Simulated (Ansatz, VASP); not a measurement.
GaN: VASP beside Ansatz

The input POSCAR:

```
GaN
1.0
    0.0000000000      2.1085153661      2.1085153661
    2.1085153661      0.0000000000      2.1085153661
    2.1085153661      2.1085153661      0.0000000000
Ga N
1 1
Direct
    0.5000000000      0.5000000000      0.5000000000
    0.0000000000      0.0000000000      0.0000000000
```

Contents of INCAR.step1:

```
  PREC = Accurate
  ENCUT = 910
  ISMEAR = 0
  SIGMA = 0.01
  LREAL = False
  LASPH = True
  NELM = 120
  NBANDS = 16
  GGA = PE
  ALGO = Normal
  EDIFF = 1E-5
  LWAVE = True
  LCHARG = False
  GGA_COMPAT = False
```

File INCAR.step2:

```
  PREC = Accurate
  ENCUT = 910
  EDIFF = 1E-6
  ISMEAR = 0
  SIGMA = 0.01
  LREAL = False
  LASPH = True
  NELM = 120
  ALGO = Normal
  ISIF = 2
  LWAVE = False
  LCHARG = False
  METAGGA = R2SCAN
  LMIXTAU = True
  NBANDS = 16
  ISTART = 1
  GGA_COMPAT = False
```

Contents of KPOINTS:

```
regular mesh
0
Gamma
  10 10 10
```

Input for Ansatz:

```yaml
crystal:
  lattice:
    - [0.0, 2.1085153661, 2.1085153661]
    - [2.1085153661, 0.0, 2.1085153661]
    - [2.1085153661, 2.1085153661, 0.0]
  atoms:
    - { symbol: Ga, position: [0.5, 0.5, 0.5] }
    - { symbol: "N", position: [0.0, 0.0, 0.0] }
kpoints:
  mp_grid: { grid: [10, 10, 10] }
  band_path:
    path:
      - [0.0, 0.0, 0.0]
      - [0.5, 0.0, 0.5]
      - [0.625, 0.25, 0.625]
      - [0.375, 0.375, 0.75]
      - [0.5, 0.5, 0.5]
      - [0.5, 0.25, 0.75]
      - [0.0, 0.174479, -0.177083]
      - [0.0, 0.5, 0.5]
    npoints: 1
hamiltonian:
  xc: r2scan
scf:
  occupations: { method: fixed }
  n_extra_bands: 4
output:
  forces: true
  stress: true
  eigenvalues: true
```

Alike in both runs: task single point; functional r2SCAN; k mesh 10 × 10 × 10; no spin polarisation.

```csv
,VASP,Ansatz
version,VASP 6.6.1,Ansatz 0.2.0
potentials or method,"VASP PAW PBE potentials, release 64 (Ga_d, N_h)","plane waves, PAW"
plane-wave cutoff (eV),910,500
occupations,"gaussian, width 0.01 eV",fixed
valence electrons in the cell,18,18
```

|  | VASP | Ansatz | Ansatz less VASP |
| --- | --- | --- | --- |
| gap on the k mesh at the Fermi level (eV) | 1.18 | 1.20 | +0.021 |

VASP's potentials were made for PBE, not for r2SCAN.

Noted on VASP's run: the cutoff is short for stress, so the pressure is rough.
